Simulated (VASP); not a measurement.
# BaF2 (Fm-3m) in VASP: notebook

BaF2 is run at these levels: PBE; tasks: single point, relaxation of cell and atoms.

All numbers are computed with VASP 6.6.1; they aren't measurements. Logs are shortened: lines on timing, memory, paths and dates and some standing lists are left out, and cuts for length are marked.

## (1) The cell of the first run

Symmetry: Fm-3m, No. 225, cubic system. The conventional cell has a = 6.226 Å, b = 6.226 Å, c = 6.226 Å, α = 90.00°, β = 90.00°, γ = 90.00°. Within 3.6 Å of Ba (site symmetry m-3m) lie 8 F at 2.70 Å. Within 3.6 Å of F (site symmetry -43m) lie 4 Ba at 2.70 Å and 6 F at 3.11 Å.

## (2) Single point, PBE

Contents of INCAR:

```
SYSTEM = BaF2
PREC = Accurate ; ENCUT = 1350
EDIFF = 1E-6 ; ISMEAR = 0
SIGMA = 0.1 ; LREAL = .FALSE.
LASPH = .TRUE. ; NELM = 120
ALGO = Normal ; ISIF = 2
LWAVE = .FALSE. ; LCHARG = .TRUE.
GGA = PE ; LELF = .TRUE.
LVHAR = .TRUE. ; NBANDS = 19
GGA_COMPAT = .FALSE.
```

Contents of KPOINTS:

```
Automatic mesh
0
G
  6 6 6
  0 0 0
```

Contents of POSCAR:

```
BaF2
1.0
    0.0000000000      3.1128654085      3.1128654085
    3.1128654085      0.0000000000      3.1128654085
    3.1128654085      3.1128654085      0.0000000000
Ba F
1 2
Direct
    0.0000000000      0.0000000000      0.0000000000
    0.2500000000      0.2500000000      0.2500000000
    0.7500000000      0.7500000000      0.7500000000
```

Potentials or basis: VASP PAW PBE potentials, release 64 (Ba_sv, F_h).

Run with:

```bash
$ cat potpaw_PBE.64/Ba_sv/POTCAR potpaw_PBE.64/F_h/POTCAR > POTCAR
$ mpirun -np 1 vasp_std > vasp.out
```

OUTCAR:

```text
SYSTEM = BaF2
   PREC = Accurate
   ENCUT = 1350
   EDIFF = 1E-6
   ISMEAR = 0
   LREAL = .FALSE.
   LASPH = .TRUE.
   NELM = 120
   ISIF = 2
   GGA = PE

 ion  position               nearest neighbor table
   1  0.000  0.000  0.000-   3 2.70   3 2.70   3 2.70   2 2.70   3 2.70   2 2.70   2 2.70   2 2.70

   2  0.250  0.250  0.250-   1 2.70   1 2.70   1 2.70   1 2.70
   3  0.750  0.750  0.750-   1 2.70   1 2.70   1 2.70   1 2.70

  LATTYP: Found a face centered cubic cell.
 ALAT       =     6.2257308170

  Lattice vectors:

 A1 = (   0.0000000000,   3.1128654085,   3.1128654085)
 A2 = (   3.1128654085,   0.0000000000,   3.1128654085)
 A3 = (   3.1128654085,   3.1128654085,   0.0000000000)

Analysis of symmetry for initial positions (statically):
=====================================================================
 Subroutine PRICEL returns:
 Original cell was already a primitive cell.

 Routine SETGRP: Setting up the symmetry group for a
 face centered cubic supercell.

 Subroutine GETGRP returns: Found 48 space group operations
 (whereof 48 operations were pure point group operations)
 out of a pool of 48 trial point group operations.

The static configuration has the point symmetry O_h .

Analysis of symmetry for dynamics (positions and initial velocities):
=====================================================================
 Subroutine PRICEL returns:
 Original cell was already a primitive cell.

 Routine SETGRP: Setting up the symmetry group for a
 face centered cubic supercell.

 Subroutine GETGRP returns: Found 48 space group operations
 (whereof 48 operations were pure point group operations)
 out of a pool of 48 trial point group operations.

The dynamic configuration has the point symmetry O_h .

 Subroutine INISYM returns: Found 48 space group operations
 (whereof 48 operations are pure point group operations),
 and found     1 'primitive' translations

----------------------------------------------------------------------------------------

                                     Primitive cell

  volume of cell :      60.3269

  direct lattice vectors                    reciprocal lattice vectors
     0.000000000  3.112865408  3.112865408    -0.160623713  0.160623713  0.160623713
     3.112865408  0.000000000  3.112865408     0.160623713 -0.160623713  0.160623713
     3.112865408  3.112865408  0.000000000     0.160623713  0.160623713 -0.160623713

  length of vectors
     4.402256479  4.402256479  4.402256479     0.278208432  0.278208432  0.278208432

  position of ions in fractional coordinates (direct lattice)
     0.000000000  0.000000000  0.000000000
     0.250000000  0.250000000  0.250000000
     0.750000000  0.750000000  0.750000000

  ion indices of the primitive-cell ions
   primitive index   ion index
                 1           1
                 2           2
                 3           3

----------------------------------------------------------------------------------------

 KPOINTS: Automatic mesh

Automatic generation of k-mesh.
 Grid dimensions read from file:
 generate k-points for:    6    6    6

 Generating k-lattice:

  Cartesian coordinates                     Fractional coordinates (reciprocal lattice)
    -0.026770619  0.026770619  0.026770619     0.166666667  0.000000000  0.000000000
     0.026770619 -0.026770619  0.026770619     0.000000000  0.166666667  0.000000000
     0.026770619  0.026770619 -0.026770619     0.000000000  0.000000000  0.166666667

  Length of vectors
     0.046368072  0.046368072  0.046368072

  Shift w.r.t. Gamma in fractional coordinates (k-lattice)
     0.000000000  0.000000000  0.000000000

 Subroutine IBZKPT returns following result:
 ===========================================

 Found     16 irreducible k-points:

 Following reciprocal coordinates:
            Coordinates               Weight
  0.000000  0.000000  0.000000      1.000000
  0.166667  0.000000  0.000000      8.000000
  0.333333  0.000000  0.000000      8.000000
  0.500000  0.000000  0.000000      4.000000
  0.166667  0.166667  0.000000      6.000000
  0.333333  0.166667  0.000000     24.000000
[... 8 lines left out ...]
 -0.333333  0.333333  0.166667     24.000000
 -0.333333  0.500000  0.166667     12.000000
   k-points           NKPTS =     16   k-points in BZ     NKDIM =     16   number of bands    NBANDS=     19
   number of dos      NEDOS =    301   number of ions     NIONS =      3
   total plane-waves  NPLWV = 157464
   dimension x,y,z NGX =    54 NGY =   54 NGZ =   54
   dimension x,y,z NGXF=   108 NGYF=  108 NGZF=  108
   ions per type =               1   2
   NGX,Y,Z   is equivalent  to a cutoff of  20.39, 20.39, 20.39 a.u.
   NGXF,Y,Z  is equivalent  to a cutoff of  40.78, 40.78, 40.78 a.u.
 SYSTEM =  BaF2
   PREC   = accura    normal or accurate (medium, high low for compatibility)
   ISTART =      0    job   : 0-new  1-cont  2-samecut
   ICHARG =      2    charge: 1-file 2-atom 10-const
   ISPIN  =      1    spin polarized calculation?
   LNONCOLLINEAR =      F non collinear calculations
   LSORBIT =      F    spin-orbit coupling
   LASPH  =      T    aspherical Exc in radial PAW
   ENCUT  = 1350.0 eV  99.22 Ry    9.96 a.u.  13.19 13.19 13.19*2*pi/ulx,y,z
   NELM   =    120;   NELMIN=  2; NELMDL= -5     # of ELM steps
   EDIFF  = 0.1E-05   stopping-criterion for ELM
   LREAL  =      F    real-space projection
   EDIFFG = 0.1E-04   stopping-criterion for IOM
   NSW    =      0    number of steps for IOM
   IBRION =     -1    ionic relax: 0-MD 1-quasi-New 2-CG
   NFREE  =      0    steps in history (QN), initial steepest desc. (CG)
   ISIF   =      2    stress and relaxation
   ISYM   =      2    0-nonsym 1-usesym 2-fastsym
   POTIM  = 0.5000    time-step for ionic-motion
   TEBEG  =    0.0;   TEEND  =   0.0 temperature during run
   PSTRESS=    0.0 pullay stress
   NELECT =      24.0000    total number of electrons
   NUPDOWN=      -1.0000    fix difference up-down
   EMIN   =  10.00;   EMAX   =-10.00  energy-range for DOS
   EFERMI =   0.00;   METHOD = LEGACY
   ISMEAR =     0;   SIGMA  =   0.10  broadening in eV -4-tet -1-fermi 0-gaus
   EFERMI_NEDOS =   21; number of points for ismear=-14 and -15
   IALGO  =     38    algorithm
   IMIX   =      4    mixing-type and parameters
     AMIX     =   0.40;   BMIX     =  1.00
     AMIX_MAG =   1.60;   BMIX_MAG =  1.00
  volume/ion in A,a.u.               =      20.11       135.70
  Fermi-wavevector in a.u.,A,eV,Ry     =   1.204042  2.275309 19.724593  1.449717
  Thomas-Fermi vector in A             =   2.339778
   LORBIT       =      0    0 simple, 1 ext, 2 COOP (PROOUT), +10 PAW based schemes
   GGA     = PE    functional components
   LHFCALC =     F    Hartree Fock is set to
   AEXX    =    0.0000 exact exchange contribution
   IVDW    =     0    specifies the selected vdW correction
   LEPSILON=     F    determine dielectric tensor
   LRPA    =     F    only Hartree local field effects (RPA)
 non-spin polarized calculation
 Gauss-broadening in eV      SIGMA  =   0.10
  energy-cutoff  :     1350.00
  volume of cell :       60.33
 maximum number of plane-waves:      6855
 NGX is ok and might be reduce to    54
   NGX = 27   NGY = 27   NGZ = 27

 number of electron      23.9999998 magnetization

 Free energy of the ion-electron system (eV)
  ---------------------------------------------------
  ext. energy  EPLUGINS =         0.00000000
  ---------------------------------------------------
  free energy    TOTEN  =       -17.13441234 eV

  energy without entropy =      -17.13441234  energy(sigma->0) =      -17.13441234

 E-fermi :  -1.2973     XC(G=0):  -8.6424

 val. band max:       -1.8473649063   @ k =  -0.1667   0.1667   0.0000
 cond. band min:       4.8799141233   @ k =   0.0000   0.0000   0.0000
 fundamental gap:      6.7272790297
 Fermi energy:        -1.2972765196

 k-point     1 :       0.0000    0.0000    0.0000
  band No.  band energies     occupation
      1     -24.9631      2.00000
      2     -20.7490      2.00000
      3     -20.7160      2.00000
      4      -9.8205      2.00000
      5      -9.8205      2.00000
      6      -9.8205      2.00000
[... 11 lines left out ...]
     18       9.4535      0.00000
     19      13.5308      0.00000

 k-point     2 :       0.1667    0.0000    0.0000
  band No.  band energies     occupation
      1     -24.9162      2.00000
      2     -20.7836      2.00000
      3     -20.7647      2.00000
      4      -9.8655      2.00000
      5      -9.8596      2.00000
      6      -9.8596      2.00000
[... 11 lines left out ...]
     18       9.4803      0.00000
     19      12.4950      0.00000

 k-point     3 :       0.3333    0.0000    0.0000
  band No.  band energies     occupation
      1     -24.8176      2.00000
      2     -20.9129      2.00000
      3     -20.8077      2.00000
      4      -9.9425      2.00000
      5      -9.9346      2.00000
      6      -9.9346      2.00000
[... 11 lines left out ...]
     18       9.5743      0.00000
     19      11.5694      0.00000

 k-point     4 :       0.5000    0.0000    0.0000
  band No.  band energies     occupation
      1     -24.7656      2.00000
      2     -20.9822      2.00000
      3     -20.8275      2.00000
      4      -9.9756      2.00000
      5      -9.9708      2.00000
      6      -9.9708      2.00000
[... 11 lines left out ...]
     18       9.6494      0.00000
     19      11.9323      0.00000

 k-point     5 :       0.1667    0.1667    0.0000
  band No.  band energies     occupation
      1     -24.9004      2.00000
      2     -20.7967      2.00000
      3     -20.7793      2.00000
      4      -9.9189      2.00000
      5      -9.9189      2.00000
      6      -9.7868      2.00000
[... 11 lines left out ...]
     18       9.5572      0.00000
     19      13.5871      0.00000

 k-point     6 :       0.3333    0.1667    0.0000
  band No.  band energies     occupation
      1     -24.8182      2.00000
      2     -20.8953      2.00000
      3     -20.8237      2.00000
      4     -10.0037      2.00000
      5     -10.0028      2.00000
      6      -9.8080      2.00000
[... 11 lines left out ...]
     18       9.7227      0.00000
     19      12.2237      0.00000

 k-point     7 :       0.5000    0.1667    0.0000
  band No.  band energies     occupation
      1     -24.7488      2.00000
      2     -20.9724      2.00000
      3     -20.8656      2.00000
      4     -10.0328      2.00000
      5     -10.0284      2.00000
      6      -9.8967      2.00000
[... 11 lines left out ...]
     18      10.1088      0.00000
     19      11.8825      0.00000

 k-point     8 :      -0.3333    0.1667    0.0000
  band No.  band energies     occupation
      1     -24.7664      2.00000
      2     -20.9455      2.00000
      3     -20.8629      2.00000
      4      -9.9850      2.00000
      5      -9.9726      2.00000
      6      -9.9661      2.00000
[... 11 lines left out ...]
     18      10.1589      0.00000
     19      11.9234      0.00000

 k-point     9 :      -0.1667    0.1667    0.0000
  band No.  band energies     occupation
      1     -24.8514      2.00000
      2     -20.8478      2.00000
      3     -20.8141      2.00000
      4      -9.9520      2.00000
      5      -9.9009      2.00000
      6      -9.8877      2.00000
[... 11 lines left out ...]
     18       9.7397      0.00000
     19      12.2847      0.00000

 k-point    10 :       0.3333    0.3333    0.0000
  band No.  band energies     occupation
      1     -24.7673      2.00000
      2     -20.9656      2.00000
      3     -20.8390      2.00000
      4     -10.1041      2.00000
      5     -10.1041      2.00000
      6      -9.7121      2.00000
[... 11 lines left out ...]
     18       9.8270      0.00000
     19      13.4068      0.00000

 k-point    11 :       0.5000    0.3333    0.0000
  band No.  band energies     occupation
      1     -24.7143      2.00000
      2     -21.0119      2.00000
      3     -20.8826      2.00000
      4     -10.1414      2.00000
      5     -10.1386      2.00000
      6      -9.7460      2.00000
[... 11 lines left out ...]
     18      10.9760      0.00000
     19      12.3907      0.00000

 k-point    12 :      -0.3333    0.3333    0.0000
  band No.  band energies     occupation
      1     -24.7140      2.00000
      2     -20.9675      2.00000
      3     -20.9292      2.00000
      4     -10.0858      2.00000
      5     -10.0751      2.00000
      6      -9.8709      2.00000
[... 11 lines left out ...]
     18      11.3701      0.00000
     19      12.6734      0.00000

 k-point    13 :       0.5000    0.5000    0.0000
  band No.  band energies     occupation
      1     -24.6964      2.00000
      2     -21.0543      2.00000
      3     -20.8684      2.00000
      4     -10.1916      2.00000
      5     -10.1916      2.00000
      6      -9.6709      2.00000
[... 11 lines left out ...]
     18      10.9501      0.00000
     19      12.9197      0.00000

 k-point    14 :       0.5000    0.3333    0.1667
  band No.  band energies     occupation
      1     -24.7495      2.00000
      2     -20.9539      2.00000
      3     -20.8825      2.00000
      4     -10.1023      2.00000
      5     -10.0230      2.00000
      6      -9.8349      2.00000
[... 11 lines left out ...]
     18      10.4759      0.00000
     19      12.5285      0.00000

 k-point    15 :      -0.3333    0.3333    0.1667
  band No.  band energies     occupation
      1     -24.7140      2.00000
      2     -20.9678      2.00000
      3     -20.9288      2.00000
      4     -10.1503      2.00000
      5      -9.9410      2.00000
      6      -9.9405      2.00000
[... 11 lines left out ...]
     18      11.4562      0.00000
     19      12.0640      0.00000

 k-point    16 :      -0.3333    0.5000    0.1667
  band No.  band energies     occupation
      1     -24.6963      2.00000
      2     -21.0091      2.00000
      3     -20.9161      2.00000
      4     -10.2030      2.00000
      5     -10.0605      2.00000
      6      -9.8001      2.00000
[... 11 lines left out ...]
     18      12.4848      0.00000
     19      12.7329      0.00000

------------------------ aborting loop because EDIFF is reached ----------------------------------------

  FORCE on cell =-STRESS in cart. coord.  units (eV):
  Direction    XX          YY          ZZ          XY          YZ          ZX
  --------------------------------------------------------------------------------------
  -------------------------------------------------------------------------------------
  Total        0.5463157      0.5463157      0.5463157      0.0000000     -0.0000000      0.0000000
  in kB       14.5091914     14.5091914     14.5091914      0.0000000     -0.0000000      0.0000000
  external PRESSURE =      14.5091914 kB  Pullay stress =       0.0000000 kB

 VOLUME and BASIS-vectors are now :
 -----------------------------------------------------------------------------
  energy-cutoff  :     1350.00
  volume of cell :       60.33
      direct lattice vectors                 reciprocal lattice vectors
     0.000000000  3.112865408  3.112865408    -0.160623713  0.160623713  0.160623713
     3.112865408  0.000000000  3.112865408     0.160623713 -0.160623713  0.160623713
     3.112865408  3.112865408  0.000000000     0.160623713  0.160623713 -0.160623713

 POSITION                                       TOTAL-FORCE (eV/Angst)
 -----------------------------------------------------------------------------------
      0.00000      0.00000      0.00000        -0.000000      0.000000     -0.000000
      1.55643      1.55643      1.55643        -0.000000     -0.000000     -0.000000
      4.66930      4.66930      4.66930         0.000000      0.000000      0.000000
 -----------------------------------------------------------------------------------
    total drift:                                0.000000      0.000000      0.000000

  FREE ENERGIE OF THE ION-ELECTRON SYSTEM (eV)
  ---------------------------------------------------
  free  energy   TOTEN  =       -17.1344123438 eV

  energy  without entropy=      -17.1344123438  energy(sigma->0) =      -17.13441234
```

Wall time 64 s (1 thread of Intel Xeon Platinum 8488C (Sapphire Rapids), shared host); peak memory 0.42 GiB.

What came out:

```
Free energy            : -17.1344 eV
Pressure               : 1.5 GPa
Band gap on the k mesh : 6.73 eV (least direct gap 6.79 eV)
```

Caveat: spin-orbit coupling is left out, which moves the levels of the heavy elements.

## (3) Relaxation of cell and atoms, PBE

Contents of INCAR:

```
PREC     = Accurate       # precision mode
ENCUT    = 1350           # plane-wave cutoff, eV
EDIFF    = 1E-7           # SCF threshold, eV
ISMEAR   = 0              # smearing method
SIGMA    = 0.02           # smearing width, eV
LREAL    = F              # projectors in reciprocal space
LASPH    = T              # aspherical terms in the spheres
NELM     = 120            # most SCF steps
ALGO     = Normal         # electronic algorithm
ISIF     = 3              # what is computed and relaxed
LWAVE    = F              # write WAVECAR
LCHARG   = F              # write CHGCAR
GGA      = PE             # functional
IBRION   = 2              # ionic algorithm
NSW      = 100            # ionic steps
EDIFFG   = -0.005         # ionic threshold
GGA_COMPAT= F            
NELMIN   = 4
```

Contents of KPOINTS:

```
regular mesh
0
Gamma
  6 6 6
```

POSCAR is that of step 2.

Potentials or basis: VASP PAW PBE potentials, release 64 (Ba_sv, F_h).

Run with:

```bash
$ cat potpaw_PBE.64/Ba_sv/POTCAR potpaw_PBE.64/F_h/POTCAR > POTCAR
$ mpirun -np 1 vasp_std > vasp.out
```

Wall time 2.9 min (1 thread of AMD EPYC 7R13 (Zen 3), shared host); peak memory 0.45 GiB.

It converged, with:

* Free energy: -17.1412 eV
* Relaxed volume: 20.61 Å³/atom
* Relaxed cell: a = 4.439 Å, b = 4.439 Å, c = 4.439 Å, α = 60.00°, β = 60.00°, γ = 60.00°
* Space group after relaxing (to 0.1 Å): Fm-3m (No. 225)
* Energy gained by relaxing: 2.3 meV/atom
* Ionic steps: 3
* Pressure after relaxing: 0.0 GPa
* Band gap on the k mesh: 6.62 eV (least direct gap 6.67 eV)

The path:
| step | energy change (eV) | largest force (eV/Å) | pressure (GPa) | volume (Å³) |
| --- | --- | --- | --- | --- |
| 1 | 0.0000 | 0.0000 | 1.45 | 60.33 |
| 2 | -0.0068 | 0.0000 | -0.08 | 61.93 |
| 3 | -0.0068 | 0.0000 | 0.00 | 61.84 |

Final structure:
```
Ba F
1.0
     0.00000    3.13875    3.13875
     3.13875    0.00000    3.13875
     3.13875    3.13875    0.00000
Ba F
1 2
Direct
  0.00000 0.00000 0.00000
  0.25000 0.25000 0.25000
  0.75000 0.75000 0.75000
```

Levels at points of the mesh, in eV from the valence-band top:
```tsv
k point	band 8	band 9	band 10	band 11	band 12	band 13	band 14	band 15	band 16
(0.00, 0.00, 0.00)	-1.38	-1.38	-0.05	-0.05	-0.05	6.62	9.05	9.05	11.10
(0.50, 0.00, 0.00)	-0.99	-0.61	-0.34	-0.16	-0.16	8.89	9.03	9.03	9.65
(0.50, 0.50, 0.00)	-0.34	-0.34	-0.30	-0.30	-0.09	7.18	8.82	10.45	11.66
```

Caveat: spin-orbit coupling is left out, which moves the levels of the heavy elements.
